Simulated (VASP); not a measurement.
# F (C2/c) in VASP: a series of runs

The runs below take F through single point, with PBE+D3(BJ).

Everything below comes from runs of VASP 6.6.1. Logs are shortened: lines on timing, memory, paths and dates and some standing lists are left out, and cuts for length are marked.

## (1) The cell of the first run

Symmetry: C2/c, No. 15, monoclinic system. Conventional cell: a = 5.536 Å, b = 3.570 Å, c = 6.775 Å, α = 90.00°, β = 91.02°, γ = 90.00°. F (site symmetry 1) has 1 F at 1.41 Å within 1.9 Å.

## (2) Single point, PBE+D3(BJ) (16.73 Å³/atom)

INCAR reads:

```
SYSTEM = F
PREC = Accurate
ENCUT = 520
EDIFF = 1E-6
ISMEAR = 0
SIGMA = 0.05
LREAL = .FALSE.
LASPH = .TRUE.
NELM = 60
ALGO = Normal
ISIF = 2
LWAVE = .FALSE.
LCHARG = .FALSE.
GGA = PE
IVDW = 12
NBANDS = 22
```

KPOINTS reads:

```
Automatic mesh
0
G
  8 8 4
  0 0 0
```

POSCAR reads:

```
F
1.0
    2.7527403777     -1.7849700030      0.2905047693
    2.7527403777      1.7849700030      0.2905047693
   -0.8306634364      0.0000000000      6.7236937360
F
4
Direct
    0.9138648456      0.5855481450      0.0939279973
    0.4144518550      0.0861351544      0.4060720027
    0.0861351544      0.4144518550      0.9060720027
    0.5855481450      0.9138648456      0.5939279973
```

Potentials or basis: VASP PAW PBE potentials, release 64 (F).

The run is started by

```
> cat potpaw_PBE.64/F/POTCAR > POTCAR
> mpirun -np 1 vasp_std > vasp.out
```

OUTCAR:

```text
SYSTEM = F
   PREC = Accurate
   ENCUT = 520
   EDIFF = 1E-6
   ISMEAR = 0
   LREAL = .FALSE.
   LASPH = .TRUE.
   NELM = 60
   ISIF = 2
   GGA = PE
   IVDW = 12
 IVDW          = 12

 ion  position               nearest neighbor table
   1  0.914  0.586  0.094-   3 1.41
   2  0.414  0.086  0.406-   4 1.41
   3  0.086  0.414  0.906-   1 1.41
   4  0.586  0.914  0.594-   2 1.41

  LATTYP: Found a base centered monoclinic cell.
 ALAT       =     5.5360536876
 B/A-ratio  =     0.6448528514
 C/A-ratio  =     1.2237617302
 COS(beta)  =    -0.0177751940

  Lattice vectors:

 A1 = (   2.7527403777,  -1.7849700030,   0.2905047693)
 A2 = (   2.7527403777,   1.7849700030,   0.2905047693)
 A3 = (  -0.8306634364,   0.0000000000,   6.7236937360)

Analysis of symmetry for initial positions (statically):
=====================================================================
 Subroutine PRICEL returns:
 Original cell was already a primitive cell.

 Routine SETGRP: Setting up the symmetry group for a
 base centered monoclinic supercell.

 Subroutine GETGRP returns: Found  4 space group operations
 (whereof  2 operations were pure point group operations)
 out of a pool of  4 trial point group operations.

The static configuration has the point symmetry S_2 .
 The point group associated with its full space group is C_2h.

Analysis of symmetry for dynamics (positions and initial velocities):
=====================================================================
 Subroutine PRICEL returns:
 Original cell was already a primitive cell.

 Routine SETGRP: Setting up the symmetry group for a
 base centered monoclinic supercell.

 Subroutine GETGRP returns: Found  4 space group operations
 (whereof  2 operations were pure point group operations)
 out of a pool of  4 trial point group operations.

The dynamic configuration has the point symmetry S_2 .
 The point group associated with its full space group is C_2h.

 Subroutine INISYM returns: Found  4 space group operations
 (whereof  2 operations are pure point group operations),
 and found     1 'primitive' translations

----------------------------------------------------------------------------------------

                                     Primitive cell

  volume of cell :      66.9360

  direct lattice vectors                    reciprocal lattice vectors
     2.752740378 -1.784970003  0.290504769     0.179299504 -0.280116752  0.022151149
     2.752740378  1.784970003  0.290504769     0.179299504  0.280116752  0.022151149
    -0.830663436  0.000000000  6.723693736    -0.015493675  0.000000000  0.146813643

  length of vectors
     3.293643958  3.293643958  6.774810639     0.333323237  0.333323237  0.147628926

  position of ions in fractional coordinates (direct lattice)
     0.913864846  0.585548145  0.093927997
     0.414451855  0.086135154  0.406072003
     0.086135154  0.414451855  0.906072003
     0.585548145  0.913864846  0.593927997

  ion indices of the primitive-cell ions
   primitive index   ion index
                 1           1
                 2           2
                 3           3
                 4           4

----------------------------------------------------------------------------------------

 KPOINTS: Automatic mesh

Automatic generation of k-mesh.
 Grid dimensions read from file:
 generate k-points for:    8    8    4

 Generating k-lattice:

  Cartesian coordinates                     Fractional coordinates (reciprocal lattice)
     0.022412438 -0.035014594  0.002768894     0.125000000 -0.000000000  0.000000000
     0.022412438  0.035014594  0.002768894    -0.000000000  0.125000000  0.000000000
    -0.003873419  0.000000000  0.036703411     0.000000000  0.000000000  0.250000000

  Length of vectors
     0.041665405  0.041665405  0.036907231

  Shift w.r.t. Gamma in fractional coordinates (k-lattice)
     0.000000000  0.000000000  0.000000000

 Subroutine IBZKPT returns following result:
 ===========================================

 Found     78 irreducible k-points:

 Following reciprocal coordinates:
            Coordinates               Weight
  0.000000  0.000000  0.000000      1.000000
  0.125000 -0.000000 -0.000000      4.000000
  0.250000 -0.000000 -0.000000      4.000000
  0.375000 -0.000000  0.000000      4.000000
  0.500000 -0.000000 -0.000000      2.000000
  0.125000  0.125000 -0.000000      2.000000
[... 16 lines left out ...]
  0.125000  0.000000  0.250000      4.000000
  0.250000 -0.000000  0.250000      4.000000
 [... further k-points ...]
   k-points           NKPTS =     78   k-points in BZ     NKDIM =     78   number of bands    NBANDS=     22
   number of dos      NEDOS =    301   number of ions     NIONS =      4
   total plane-waves  NPLWV =  28800
   dimension x,y,z NGX =    24 NGY =   24 NGZ =   50
   dimension x,y,z NGXF=    48 NGYF=   48 NGZF=  100
   ions per type =               4
   NGX,Y,Z   is equivalent  to a cutoff of  12.11, 12.11, 12.27 a.u.
   NGXF,Y,Z  is equivalent  to a cutoff of  24.23, 24.23, 24.54 a.u.
 SYSTEM =  F
   PREC   = accura    normal or accurate (medium, high low for compatibility)
   ISTART =      0    job   : 0-new  1-cont  2-samecut
   ICHARG =      2    charge: 1-file 2-atom 10-const
   ISPIN  =      1    spin polarized calculation?
   LNONCOLLINEAR =      F non collinear calculations
   LSORBIT =      F    spin-orbit coupling
   LASPH  =      T    aspherical Exc in radial PAW
   ENCUT  =  520.0 eV  38.22 Ry    6.18 a.u.   6.12  6.12 12.60*2*pi/ulx,y,z
   NELM   =     60;   NELMIN=  2; NELMDL= -5     # of ELM steps
   EDIFF  = 0.1E-05   stopping-criterion for ELM
   LREAL  =      F    real-space projection
   EDIFFG = 0.1E-04   stopping-criterion for IOM
   NSW    =      0    number of steps for IOM
   IBRION =     -1    ionic relax: 0-MD 1-quasi-New 2-CG
   NFREE  =      0    steps in history (QN), initial steepest desc. (CG)
   ISIF   =      2    stress and relaxation
   ISYM   =      2    0-nonsym 1-usesym 2-fastsym
   POTIM  = 0.5000    time-step for ionic-motion
   TEBEG  =    0.0;   TEEND  =   0.0 temperature during run
   PSTRESS=    0.0 pullay stress
   NELECT =      28.0000    total number of electrons
   NUPDOWN=      -1.0000    fix difference up-down
   EMIN   =  10.00;   EMAX   =-10.00  energy-range for DOS
   EFERMI =   0.00;   METHOD = LEGACY
   ISMEAR =     0;   SIGMA  =   0.05  broadening in eV -4-tet -1-fermi 0-gaus
   EFERMI_NEDOS =   21; number of points for ismear=-14 and -15
   IALGO  =     38    algorithm
   IMIX   =      4    mixing-type and parameters
     AMIX     =   0.40;   BMIX     =  1.00
     AMIX_MAG =   1.60;   BMIX_MAG =  1.00
  volume/ion in A,a.u.               =      16.73       112.93
  Fermi-wavevector in a.u.,A,eV,Ry     =   1.224356  2.313697 20.395769  1.499047
  Thomas-Fermi vector in A             =   2.359433
   LORBIT       =      0    0 simple, 1 ext, 2 COOP (PROOUT), +10 PAW based schemes
   GGA     = PE    functional components
   LHFCALC =     F    Hartree Fock is set to
   AEXX    =    0.0000 exact exchange contribution
   IVDW    =    12    specifies the selected vdW correction
   LEPSILON=     F    determine dielectric tensor
   LRPA    =     F    only Hartree local field effects (RPA)
 non-spin polarized calculation
 Gauss-broadening in eV      SIGMA  =   0.05
  energy-cutoff  :      520.00
  volume of cell :       66.94
 maximum number of plane-waves:      1828
   NGX = 13   NGY = 13   NGZ = 25

 number of electron      28.0000016 magnetization

 Free energy of the ion-electron system (eV)
  ---------------------------------------------------
  ext. energy  EPLUGINS =         0.00000000
  ---------------------------------------------------
  free energy    TOTEN  =        -7.30522613 eV

  energy without entropy =       -7.30522613  energy(sigma->0) =       -7.30522613

 E-fermi :  -5.1920     XC(G=0):  -7.4264

 val. band max:       -5.4210720235   @ k =   0.0000   0.0000   0.0000
 cond. band min:      -2.4259773863   @ k =   0.0000   0.0000   0.0000
 fundamental gap:      2.9950946372
 Fermi energy:        -5.1919829692

 k-point     1 :       0.0000    0.0000    0.0000
  band No.  band energies     occupation
      1     -30.2974      2.00000
      2     -30.1939      2.00000
      3     -24.0210      2.00000
      4     -23.7257      2.00000
      5     -11.8934      2.00000
      6     -11.2474      2.00000
[... 14 lines left out ...]
     21      14.7740      0.00000
     22      14.9961      0.00000

 k-point     2 :       0.1250   -0.0000   -0.0000
  band No.  band energies     occupation
      1     -30.2842      2.00000
      2     -30.1886      2.00000
      3     -24.0078      2.00000
      4     -23.7352      2.00000
      5     -11.8744      2.00000
      6     -11.2713      2.00000
[... 14 lines left out ...]
     21      13.6757      0.00000
     22      14.9281      0.00000

 k-point     3 :       0.2500   -0.0000   -0.0000
  band No.  band energies     occupation
      1     -30.2510      2.00000
      2     -30.1776      2.00000
      3     -23.9720      2.00000
      4     -23.7637      2.00000
      5     -11.8167      2.00000
      6     -11.3424      2.00000
[... 14 lines left out ...]
     21      13.1512      0.00000
     22      13.4694      0.00000
[... 476 lines left out ...]
 k-point    23 :       0.1250    0.0000    0.2500
  band No.  band energies     occupation
      1     -30.2706      2.00000
      2     -30.2031      2.00000
      3     -23.9679      2.00000
      4     -23.7760      2.00000
      5     -11.7913      2.00000
      6     -11.3664      2.00000
[... 14 lines left out ...]
     21      13.6058      0.00000
     22      14.7492      0.00000

 k-point    24 :       0.2500   -0.0000    0.2500
  band No.  band energies     occupation
      1     -30.2403      2.00000
      2     -30.1888      2.00000
      3     -23.9411      2.00000
      4     -23.7951      2.00000
      5     -11.7463      2.00000
      6     -11.4110      2.00000
[... 14 lines left out ...]
     21      12.2314      0.00000
     22      12.9806      0.00000

 [... further k-points ...]

------------------------ aborting loop because EDIFF is reached ----------------------------------------

 Edisp (eV)   -0.11104

 E8    (eV) :    -0.0241

  FORCE on cell =-STRESS in cart. coord.  units (eV):
  Direction    XX          YY          ZZ          XY          YZ          ZX
  --------------------------------------------------------------------------------------
  -------------------------------------------------------------------------------------
  Total      -0.13827     0.12176     1.06094     0.00000     0.00000    -0.14874
  in kB      -3.30957     2.91448    25.39470     0.00000     0.00000    -3.56024
  external pressure =        8.33 kB  Pullay stress =        0.00 kB

 VOLUME and BASIS-vectors are now :
 -----------------------------------------------------------------------------
  energy-cutoff  :      520.00
  volume of cell :       66.94
      direct lattice vectors                 reciprocal lattice vectors
     2.752740378 -1.784970003  0.290504769     0.179299504 -0.280116752  0.022151149
     2.752740378  1.784970003  0.290504769     0.179299504  0.280116752  0.022151149
    -0.830663436  0.000000000  6.723693736    -0.015493675  0.000000000  0.146813643

 POSITION                                       TOTAL-FORCE (eV/Angst)
 -----------------------------------------------------------------------------------
      4.04947     -0.58604      1.06713        -0.059021      0.236578      0.490251
      1.04068     -0.58604      2.87573         0.059021      0.236578     -0.490251
      0.62535      0.58604      6.23757         0.059021     -0.236578     -0.490251
      3.63414      0.58604      4.42898        -0.059021     -0.236578      0.490251
 -----------------------------------------------------------------------------------
    total drift:                                0.000000     -0.000000      0.000000

  FREE ENERGIE OF THE ION-ELECTRON SYSTEM (eV)
  ---------------------------------------------------
  free  energy   TOTEN  =        -7.4162634383 eV

  energy  without entropy=       -7.4162634383  energy(sigma->0) =       -7.41626344
```

It took 36 s on 1 thread of AMD EPYC 9R45 (Zen 5), shared host; peak memory 0.19 GiB.

What came out:

| Quantity | Value |
| --- | --- |
| Free energy | -7.4163 eV |
| Pressure | 0.8 GPa |
| Largest force | 0.548 eV/Å |
| Band gap on the k mesh | 3.00 eV |
| Dispersion energy per atom | -0.028 eV |

Forces in eV/Å, atoms in the order of the input:
```
F   -0.059  0.237  0.490
F    0.059  0.237 -0.490
F    0.059 -0.237 -0.490
F   -0.059 -0.237  0.490
```

Stress tensor (GPa, compression positive):
```
-0.33  0.00 -0.36
 0.00  0.29  0.00
-0.36  0.00  2.54
```

## (3) Single point, PBE+D3(BJ) (16.73 Å³/atom)

INCAR reads:

```
SYSTEM = F
ALGO = Normal
EDIFF = 1E-7
ENCUT = 520
GGA = PE
ISIF = 2
ISMEAR = 0
IVDW = 12
LASPH = .TRUE.
LCHARG = .FALSE.
LREAL = .FALSE.
LWAVE = .FALSE.
NBANDS = 22
NELM = 60
PREC = Accurate
SIGMA = 0.05
```

KPOINTS reads:

```
k-points
0
G
  8 8 4
  0 0 0
```

POSCAR reads:

```
F
1.0
    2.6799894702     -1.8090351477      0.2828271526
    2.6799894702      1.8090351477      0.2828271526
   -0.8370828845      0.0000000000      6.8148476589
F
4
Direct
    0.9138648456      0.5855481450      0.0939279973
    0.4144518550      0.0861351544      0.4060720027
    0.0861351544      0.4144518550      0.9060720027
    0.5855481450      0.9138648456      0.5939279973
```

Potentials or basis: VASP PAW PBE potentials, release 64 (F).

The run is started by

```
> cat potpaw_PBE.64/F/POTCAR > POTCAR
> mpirun -np 1 vasp_std > vasp.out
```

Run time: 38 s. Hardware: 1 thread of AMD EPYC 9R45 (Zen 5), shared host; peak memory 0.2 GiB.

Results (log left out):

```
Free energy                : -7.4218 eV
Pressure                   : -0.7 GPa
Largest force              : 0.120 eV/Å
Band gap on the k mesh     : 2.78 eV
Dispersion energy per atom : -0.028 eV
```

Forces in eV/Å, atoms in the order of the input:
```
F    0.016 -0.058 -0.104
F   -0.016 -0.058  0.104
F   -0.016  0.058  0.104
F    0.016  0.058 -0.104
```

Stress tensor (GPa, compression positive):
```
-0.27  0.00  0.14
 0.00 -0.62  0.00
 0.14  0.00 -1.27
```

Levels at points of the mesh, in eV from the valence-band top:
| k point | band 12 | band 13 | band 14 | band 15 | band 16 | band 17 |
| --- | --- | --- | --- | --- | --- | --- |
| (0.00, 0.00, 0.00) | -0.07 | -0.01 | 0.00 | 2.78 | 3.54 | 9.17 |
| (0.50, 0.00, 0.00) | -0.29 | -0.06 | -0.05 | 3.24 | 3.25 | 13.35 |
| (0.50, 0.50, 0.00) | -0.41 | -0.09 | -0.07 | 3.03 | 3.46 | 13.81 |
| (0.00, 0.00, 0.50) | -0.20 | -0.01 | -0.01 | 3.14 | 3.14 | 10.05 |
| (0.50, 0.00, 0.50) | -0.25 | -0.04 | -0.02 | 3.22 | 3.22 | 13.88 |
| (0.50, 0.50, 0.50) | -0.30 | -0.26 | -0.26 | 3.24 | 3.24 | 14.30 |

A k mesh can miss the band edges.

## (4) Single point, PBE+D3(BJ) (16.73 Å³/atom)

INCAR reads:

```
PREC = Accurate
ENCUT = 520
EDIFF = 1E-6
ISMEAR = 0
SIGMA = 0.05
LREAL = F
LASPH = T
NELM = 60
ALGO = Normal
ISIF = 2
LWAVE = F
LCHARG = F
GGA = PE
IVDW = 12
NBANDS = 22
```

KPOINTS reads:

```
Automatic mesh
0
Gamma
  8 8 4
```

POSCAR reads:

```
F
1.0
    2.9038340869     -1.7379114687      0.3064501318
    2.9038340869      1.7379114687      0.3064501318
   -0.8184946674      0.0000000000      6.5454049332
F
4
Direct
    0.9138648456      0.5855481450      0.0939279973
    0.4144518550      0.0861351544      0.4060720027
    0.0861351544      0.4144518550      0.9060720027
    0.5855481450      0.9138648456      0.5939279973
```

The run is started by

```
> cat potpaw_PBE.64/F/POTCAR > POTCAR
> mpirun -np 1 vasp_std > vasp.out
```

It took 50 s on 1 thread of AMD EPYC 9R45 (Zen 5), shared host; peak memory 0.2 GiB.

Results (log left out):

- Free energy: -7.3154 eV
- Pressure: 4.4 GPa
- Largest force: 2.092 eV/Å
- Band gap on the k mesh: 3.45 eV
- Dispersion energy per atom: -0.028 eV

Forces in eV/Å, atoms in the order of the input:
```
F   -0.237  0.919  1.864
F    0.237  0.919 -1.864
F    0.237 -0.919 -1.864
F   -0.237 -0.919  1.864
```

Stress tensor (GPa, compression positive):
```
-0.41  0.00 -1.48
 0.00  2.41  0.00
-1.48  0.00 11.10
```

Levels at points of the mesh, in eV from the valence-band top:
```tsv
k point	band 12	band 13	band 14	band 15	band 16	band 17
(0.00, 0.00, 0.00)	-0.11	-0.07	0.00	3.45	4.30	8.84
(0.50, 0.00, 0.00)	-0.28	-0.12	-0.11	3.96	3.97	12.97
(0.50, 0.50, 0.00)	-0.46	-0.08	-0.05	3.65	4.26	12.58
(0.00, 0.00, 0.50)	-0.25	-0.06	-0.06	3.84	3.84	9.80
(0.50, 0.00, 0.50)	-0.24	-0.08	-0.07	3.93	3.94	13.47
(0.50, 0.50, 0.50)	-0.30	-0.28	-0.28	3.94	3.94	13.19
```

Caveat: the cell stands under pressure; forces of over 1 eV/Å act on the atoms, so gaps and moduli don't describe the material at rest. A k mesh can miss the band edges.

## (5) Overview

```tsv
cell	gap on the mesh (eV)	pressure (GPa)	largest force (eV/Å)
a = 3.294, b = 3.294, c = 6.775 Å, angles 90.9, 90.9, 65.6°, 4 atoms	3.00	0.8	0.55
a = 3.246, b = 3.246, c = 6.866 Å, angles 90.8, 90.8, 67.7°, 4 atoms	2.78	-0.7	0.12
a = 3.398, b = 3.398, c = 6.596 Å, angles 90.9, 90.9, 61.5°, 4 atoms	3.45	4.4	2.09
```

Alike in all rows: task single point; level PBE+D3(BJ); potentials or basis VASP PAW PBE potentials, release 64 (F); no spin polarisation; k mesh 8 × 8 × 4; cutoff (eV) 520; smearing gaussian 0.05 eV.

Caveats: the cell stands under pressure (at least some runs); forces of over 1 eV/Å act on the atoms, so gaps and moduli don't describe the material at rest (at least some runs).

Absolute energies hang on the potentials; compare differences alone.
